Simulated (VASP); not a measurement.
Runs of VASP 6.6.1 on InAs. The structure is that of space group F-43m (No. 216), or close to it. The cells are those of the table. 

| task | cell | k mesh | cutoff (eV) | smearing | gap on the mesh (eV) | pressure (GPa) |
| --- | --- | --- | --- | --- | --- | --- |
| single point | a = 4.257 Å, angles 60.0°, 2 atoms | 12 × 12 × 12 | 520 | fermi-dirac 0.15 eV | none | 2.1 |
| relaxation of cell and atoms | relaxed to -3 GPa from a = 4.304 Å, angles 60.0°, 2 atoms | 12 × 12 × 12 | 600 | fermi-dirac 0.15 eV | none | -3.0 |
| single point | a = 4.396 Å, angles 60.0°, 2 atoms | 12 × 12 × 12 | 520 | fermi-dirac 0.15 eV | none | -2.9 |
| single point | a = 4.304 Å, angles 60.0°, 2 atoms | 12 × 12 × 12 | 520 | fermi-dirac 0.15 eV | none | 0.1 |
| relaxation of cell and atoms | relaxed to 40 GPa from a = 4.304 Å, angles 60.0°, 2 atoms | 12 × 12 × 12 | 600 | fermi-dirac 0.15 eV | (a) | 40.0 |
| relaxation of cell and atoms | relaxed to 9 GPa from a = 4.304 Å, angles 60.0°, 2 atoms | 12 × 12 × 12 | 600 | fermi-dirac 0.15 eV | - | 9.0 |
| single point | a = 4.304 Å, angles 60.0°, 2 atoms | 18 × 18 × 18 | 520 | gaussian 0.15 eV | none | 0.1 |

Alike in all rows: level PBEsol; potentials or basis VASP PAW PBE potentials, release 64 (In_d, As); no spin polarisation.

**Question.** Fill in the values left out.

**Answer.** (a) 0.76.

Caveats: the PAW data sets were made with another functional, which shifts forces and pressure a little; spin-orbit coupling is left out, which moves the levels of the heavy elements; the cell is relaxed towards a set pressure, so the enthalpy falls and the energy may rise (some runs).

A k mesh can miss the band edges, and the runs leave out spin-orbit coupling on As, In.

A gap of «none» marks levels without a gap at the run's occupations.
